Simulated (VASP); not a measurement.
# GaN (I-4m2) in VASP: single point with PBEsol

Aim: the single point of GaN with PBEsol.

Everything below comes from runs of VASP 6.6.1. Logs are shortened: lines on timing, memory, paths and dates and some standing lists are left out, and cuts for length are marked.

### Step 1. The cell of the first run

It takes space group I-4m2 (No. 119, tetragonal). Conventional cell: a = 3.165 Å, b = 3.165 Å, c = 4.522 Å, α = 90.00°, β = 90.00°, γ = 90.00°. Ga (site symmetry -4m2) has 4 N at 1.94 Å within 2.6 Å. N (site symmetry -4m2) has 4 Ga at 1.94 Å within 2.6 Å.

### Step 2. Single point, PBEsol, non-collinear spin, zero start, spin-orbit coupling (film at in-plane strain -0.005)

Input file INCAR:

```
  PREC = Accurate
  ENCUT = 520
  EDIFF = 1E-6
  ISMEAR = 0
  SIGMA = 0.01
  LREAL = F
  LASPH = T
  NELM = 150
  ALGO = Normal
  ISIF = 2
  LWAVE = F
  LCHARG = F
  LNONCOLLINEAR = T
  MAGMOM = 0 0 0 0 0 0
  LORBIT = 11
  LSORBIT = T
  GGA_COMPAT = F
  LORBMOM = T
  GGA = PS
  NBANDS = 30
```

Input file KPOINTS:

```
Automatic mesh
0
Gamma
  10 10 10
```

Input file POSCAR:

```
GaN
1.0
    2.2378915854      2.2378915854      0.0000000000
   -2.2378915854      2.2378915854      0.0000000000
    0.0000000000      2.2378915854      2.2609215658
Ga N
1 1
Direct
    0.0000000000      0.0000000000      0.0000000000
    0.2500000000      0.7500000000      0.5000000000
```

Potentials or basis: VASP PAW PBE potentials, release 64 (Ga_d, N).

On the command line:

```sh
> cat potpaw_PBE.64/Ga_d/POTCAR potpaw_PBE.64/N/POTCAR > POTCAR
> mpirun -np 1 vasp_ncl > vasp.out
```

OUTCAR:

```text
PREC = Accurate
   ENCUT = 520
   EDIFF = 1E-6
   ISMEAR = 0
   LREAL = F
   LASPH = T
   NELM = 150
   ISIF = 2
   LNONCOLLINEAR = T
   LORBIT = 11
   LSORBIT = T
   GGA = PS

 ion  position               nearest neighbor table
   1  0.000  0.000  0.000-   2 1.94   2 1.94   2 1.94   2 1.94
   2  0.250  0.750  0.500-   1 1.94   1 1.94   1 1.94   1 1.94

  LATTYP: Found a body centered tetragonal cell.
 ALAT       =     3.1648566312
 C/A-ratio  =     1.4287671318

  Lattice vectors:

 A1 = (   2.2378915854,   0.0000000000,  -2.2609215658)
 A2 = (  -2.2378915854,   0.0000000000,  -2.2609215658)
 A3 = (   0.0000000000,   2.2378915854,   2.2609215658)

Analysis of symmetry for initial positions (statically):
=====================================================================
 Subroutine PRICEL returns:
 Original cell was already a primitive cell.

 Routine SETGRP: Setting up the symmetry group for a
 body centered tetragonal supercell.

 Subroutine GETGRP returns: Found  8 space group operations
 (whereof  8 operations were pure point group operations)
 out of a pool of 16 trial point group operations.

The static configuration has the point symmetry D_2d.

Analysis of symmetry for dynamics (positions and initial velocities):
=====================================================================
 Subroutine PRICEL returns:
 Original cell was already a primitive cell.

 Routine SETGRP: Setting up the symmetry group for a
 body centered tetragonal supercell.

 Subroutine GETGRP returns: Found  8 space group operations
 (whereof  8 operations were pure point group operations)
 out of a pool of 16 trial point group operations.

The dynamic configuration has the point symmetry D_2d.

Analysis of structural, dynamic, and magnetic symmetry:
=====================================================================
 Subroutine PRICEL returns:
 Original cell was already a primitive cell.

 Routine SETGRP: Setting up the symmetry group for a
 body centered tetragonal supercell.

 Subroutine GETGRP returns: Found  8 space group operations
 (whereof  8 operations were pure point group operations)
 out of a pool of 16 trial point group operations.

The overall configuration has the point symmetry D_2d.

 Subroutine INISYM returns: Found  8 space group operations
 (whereof  8 operations are pure point group operations),
 and found     1 'primitive' translations

----------------------------------------------------------------------------------------

                                     Primitive cell

  volume of cell :      22.6461

  direct lattice vectors                    reciprocal lattice vectors
     2.237891585  2.237891585  0.000000000     0.223424586  0.223424586 -0.221148760
    -2.237891585  2.237891585  0.000000000    -0.223424586  0.223424586 -0.221148760
     0.000000000  2.237891585  2.260921566     0.000000000  0.000000000  0.442297519

  length of vectors
     3.164856631  3.164856631  3.181182968     0.385673262  0.385673262  0.442297519

  position of ions in fractional coordinates (direct lattice)
     0.000000000  0.000000000  0.000000000
     0.250000000  0.750000000  0.500000000

  ion indices of the primitive-cell ions
   primitive index   ion index
                 1           1
                 2           2

----------------------------------------------------------------------------------------

 KPOINTS: Automatic mesh

Automatic generation of k-mesh.
 Grid dimensions read from file:
 generate k-points for:   10   10   10

 Generating k-lattice:

  Cartesian coordinates                     Fractional coordinates (reciprocal lattice)
     0.022342459  0.022342459 -0.022114876     0.100000000  0.000000000  0.000000000
    -0.022342459  0.022342459 -0.022114876     0.000000000  0.100000000  0.000000000
     0.000000000  0.000000000  0.044229752     0.000000000  0.000000000  0.100000000

  Length of vectors
     0.038567326  0.038567326  0.044229752

  Shift w.r.t. Gamma in fractional coordinates (k-lattice)
     0.000000000  0.000000000  0.000000000

 Subroutine IBZKPT returns following result:
 ===========================================

 Found    158 irreducible k-points:

 Following reciprocal coordinates:
            Coordinates               Weight
  0.000000  0.000000  0.000000      1.000000
  0.100000  0.000000  0.000000      4.000000
 -0.100000  0.000000  0.000000      4.000000
  0.200000  0.000000  0.000000      4.000000
 -0.200000  0.000000  0.000000      4.000000
  0.300000  0.000000  0.000000      4.000000
[... 16 lines left out ...]
  0.300000 -0.100000  0.000000      8.000000
 -0.200000  0.100000  0.000000      8.000000
 [... further k-points ...]
   k-points           NKPTS =    158   k-points in BZ     NKDIM =    158   number of bands    NBANDS=     30
   number of dos      NEDOS =    301   number of ions     NIONS =      2
   total plane-waves  NPLWV =  13824
   dimension x,y,z NGX =    24 NGY =   24 NGZ =   24
   dimension x,y,z NGXF=    48 NGYF=   48 NGZF=   48
   ions per type =               1   1
[... 21 lines left out ...]
   TEBEG  =    0.0;   TEEND  =   0.0 temperature during run
   PSTRESS=    0.0 pullay stress
   NELECT =      18.0000    total number of electrons
   NUPDOWN=      -1.0000    fix difference up-down
   EMIN   =  10.00;   EMAX   =-10.00  energy-range for DOS
   EFERMI =   0.00;   METHOD = LEGACY
   ISMEAR =     0;   SIGMA  =   0.01  broadening in eV -4-tet -1-fermi 0-gaus
   EFERMI_NEDOS =   21; number of points for ismear=-14 and -15
   IALGO  =     38    algorithm
   IMIX   =      4    mixing-type and parameters
     AMIX     =   0.40;   BMIX     =  1.00
     AMIX_MAG =   1.60;   BMIX_MAG =  1.00
  volume/ion in A,a.u.               =      11.32        76.41
  Fermi-wavevector in a.u.,A,eV,Ry     =   1.516472  2.865717 31.289157  2.299688
  Thomas-Fermi vector in A             =   2.625857
   LORBIT       =     11    0 simple, 1 ext, 2 COOP (PROOUT), +10 PAW based schemes
   GGA     = PS    functional components
   LHFCALC =     F    Hartree Fock is set to
   AEXX    =    0.0000 exact exchange contribution
   IVDW    =     0    specifies the selected vdW correction
   LEPSILON=     F    determine dielectric tensor
   LRPA    =     F    only Hartree local field effects (RPA)
 Gauss-broadening in eV      SIGMA  =   0.01
  energy-cutoff  :      520.00
  volume of cell :       22.65
 maximum number of plane-waves:      1240
   NGX = 11   NGY = 11   NGZ = 11

 number of electron      18.0000000 magnetization       0.0000000      0.0000000      0.0000000

 number of electron      18.0000011 magnetization       0.0000000     -0.0000000     -0.0000000

 number of electron      18.0000011 magnetization      -0.0000000      0.0000000      0.0000000

 Free energy of the ion-electron system (eV)
  ---------------------------------------------------
  ext. energy  EPLUGINS =         0.00000000
  ---------------------------------------------------
  free energy    TOTEN  =       -13.12716368 eV

  energy without entropy =      -13.12716368  energy(sigma->0) =      -13.12716368

 E-fermi :   5.4319     XC(G=0): -11.9591

 val. band max:        5.2849156125   @ k =   0.0000   0.0000   0.0000
 cond. band min:       7.0160358101   @ k =   0.0000   0.0000   0.0000
 fundamental gap:      1.7311201976
 Fermi energy:         5.4319108003

 k-point     1 :       0.0000    0.0000    0.0000
  band No.  band energies     occupation
      1     -10.7584      1.00000
      2     -10.7584      1.00000
      3      -8.3302      1.00000
      4      -8.3302      1.00000
      5      -8.3239      1.00000
      6      -8.3239      1.00000
[... 781 lines left out ...]
     29      23.6795      0.00000
     30      23.7020      0.00000

 [... further k-points ...]
[... 5 lines left out ...]
  --------------------------------------------------------------------------------------
  -------------------------------------------------------------------------------------
  Total        0.1538223      0.1538223     -0.0302469      0.0000000      0.0000000      0.0000000
  in kB       10.8826947     10.8826947     -2.1399215      0.0000000      0.0000000      0.0000000
  external PRESSURE =       6.5418226 kB  Pullay stress =       0.0000000 kB

 VOLUME and BASIS-vectors are now :
 -----------------------------------------------------------------------------
  energy-cutoff  :      520.00
  volume of cell :       22.65
      direct lattice vectors                 reciprocal lattice vectors
     2.237891585  2.237891585  0.000000000     0.223424586  0.223424586 -0.221148760
    -2.237891585  2.237891585  0.000000000    -0.223424586  0.223424586 -0.221148760
     0.000000000  2.237891585  2.260921566     0.000000000  0.000000000  0.442297519

 POSITION                                       TOTAL-FORCE (eV/Angst)
 -----------------------------------------------------------------------------------
      0.00000      0.00000      0.00000        -0.000000      0.000000      0.000000
     -1.11895      3.35684      1.13046         0.000000     -0.000000      0.000000
 -----------------------------------------------------------------------------------
    total drift:                                0.000004      0.000000     -0.000000

  FREE ENERGIE OF THE ION-ELECTRON SYSTEM (eV)
  ---------------------------------------------------
  free  energy   TOTEN  =       -13.1271636757 eV

  energy  without entropy=      -13.1271636757  energy(sigma->0) =      -13.12716368

 orbital moment (x)

 # of ion     p       d       tot
 ----------------------------------------
  1         0.000  -0.000  -0.000
  2        -0.000   0.000  -0.000
 ----------------------------------------
           -0.000  -0.000  -0.000

 orbital moment (y)

 # of ion     p       d       tot
 ----------------------------------------
  1         0.000  -0.000  -0.000
  2        -0.000   0.000  -0.000
 ----------------------------------------
           -0.000  -0.000  -0.000

 orbital moment (z)

 # of ion     p       d       tot
 ----------------------------------------
  1        -0.000   0.000  -0.000
  2         0.000   0.000   0.000
 ----------------------------------------
           -0.000   0.000  -0.000

 Spin-Orbit-Coupling matrix elements

 Ion:    1  E_soc:     -0.0109375
 l=   1
     0.0000000    -0.0009936    -0.0009915
    -0.0009936     0.0000000    -0.0009936
    -0.0009915    -0.0009936     0.0000000
 l=   2
     0.0000000    -0.0001732     0.0000000    -0.0001732    -0.0006572
    -0.0001732     0.0000000    -0.0004925    -0.0001733    -0.0001642
     0.0000000    -0.0004925     0.0000000    -0.0004925     0.0000000
    -0.0001732    -0.0001733    -0.0004925     0.0000000    -0.0001642
    -0.0006572    -0.0001642     0.0000000    -0.0001642     0.0000000
 l=   3
     0.0000000     0.0000000     0.0000000     0.0000000     0.0000000     0.0000000     0.0000000
     0.0000000     0.0000000     0.0000000     0.0000000     0.0000000     0.0000000     0.0000000
     0.0000000     0.0000000     0.0000000     0.0000000     0.0000000     0.0000000     0.0000000
     0.0000000     0.0000000     0.0000000     0.0000000     0.0000000     0.0000000     0.0000000
     0.0000000     0.0000000     0.0000000     0.0000000     0.0000000     0.0000000     0.0000000
     0.0000000     0.0000000     0.0000000     0.0000000     0.0000000     0.0000000     0.0000000
     0.0000000     0.0000000     0.0000000     0.0000000     0.0000000     0.0000000     0.0000000

 Ion:    2  E_soc:     -0.0000954
 l=   1
     0.0000000    -0.0000159    -0.0000160
    -0.0000159     0.0000000    -0.0000159
    -0.0000160    -0.0000159     0.0000000
 l=   2
     0.0000000     0.0000000     0.0000000     0.0000000     0.0000000
     0.0000000     0.0000000     0.0000000     0.0000000     0.0000000
     0.0000000     0.0000000     0.0000000     0.0000000     0.0000000
     0.0000000     0.0000000     0.0000000     0.0000000     0.0000000
     0.0000000     0.0000000     0.0000000     0.0000000     0.0000000
 l=   3
     0.0000000     0.0000000     0.0000000     0.0000000     0.0000000     0.0000000     0.0000000
     0.0000000     0.0000000     0.0000000     0.0000000     0.0000000     0.0000000     0.0000000
     0.0000000     0.0000000     0.0000000     0.0000000     0.0000000     0.0000000     0.0000000
     0.0000000     0.0000000     0.0000000     0.0000000     0.0000000     0.0000000     0.0000000
     0.0000000     0.0000000     0.0000000     0.0000000     0.0000000     0.0000000     0.0000000
     0.0000000     0.0000000     0.0000000     0.0000000     0.0000000     0.0000000     0.0000000
     0.0000000     0.0000000     0.0000000     0.0000000     0.0000000     0.0000000     0.0000000

 total charge

# of ion       s       p       d       tot
------------------------------------------
    1        0.794   0.917  10.185  11.895
    2        1.217   2.511   0.000   3.729
--------------------------------------------------
tot          2.011   3.428  10.185  15.624

 magnetization (x)

# of ion       s       p       d       tot
------------------------------------------
    1       -0.000   0.000   0.000  -0.000
    2        0.000   0.000   0.000   0.000
--------------------------------------------------
tot         -0.000   0.000   0.000  -0.000

 magnetization (y)

# of ion       s       p       d       tot
------------------------------------------
    1        0.000   0.000   0.000   0.000
    2        0.000   0.000   0.000   0.000
--------------------------------------------------
tot          0.000   0.000   0.000   0.000

 magnetization (z)

# of ion       s       p       d       tot
------------------------------------------
    1       -0.000   0.000   0.000   0.000
    2        0.000  -0.000   0.000  -0.000
--------------------------------------------------
tot          0.000  -0.000   0.000  -0.000
```

Run time: 82 s. Hardware: 1 thread of Intel Xeon 6975P-C (Granite Rapids), shared host; peak memory 0.3 GiB.

Results:

```
Free energy                                           : -13.1272 eV
Pressure                                              : 0.7 GPa
Net moment                                            : 0.00 μB per cell
Valence electrons inside the program's atomic spheres : Ga 11.89; N 3.73
```

Stress tensor (GPa, compression positive):
```
 1.09  0.00  0.00
 0.00  1.09  0.00
 0.00  0.00 -0.21
```

Moments on the atoms (μB; x, y, z):
```
Ga  0.00 0.00 0.00
N   0.00 0.00 0.00
```

Caveat: the cell differs from its parent crystal (film at in-plane strain -0.005); the PAW data sets were made with another functional, which shifts forces and pressure a little.
